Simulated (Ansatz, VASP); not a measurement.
# Nb: VASP beside Ansatz

```
CELL_PARAMETERS angstrom
0.00000 2.08642 2.08642
2.08642 0.00000 2.08642
2.08642 2.08642 0.00000
ATOMIC_POSITIONS crystal
Nb 0.00000 0.00000 0.00000
```

Alike in both runs: task single point; functional r2SCAN; k mesh 11 × 11 × 11; occupations fermi-dirac, width 0.05 eV; no spin polarisation.

|  | VASP | Ansatz |
| --- | --- | --- |
| version | VASP 6.6.1 | Ansatz 0.2.0 |
| potentials or method | VASP PAW PBE potentials, release 64 (Nb_sv) | Ansatz PAW |
| plane-wave cutoff (eV) | 520 | 500 |
| valence electrons in the cell | 13 | 13 |

VASP gave:

| Item | Value |
| --- | --- |
| gap on the k mesh at the Fermi level (eV) | none |
| pressure (GPa) | 4.2 |

**Question.** What did Ansatz give for the same quantities?

**Answer.** gap on the k mesh at the Fermi level (eV): none; pressure (GPa): 4.4.

VASP's potentials were made for PBE, not for r2SCAN. A gap of «none» marks a metal or a gap that the smearing closes.
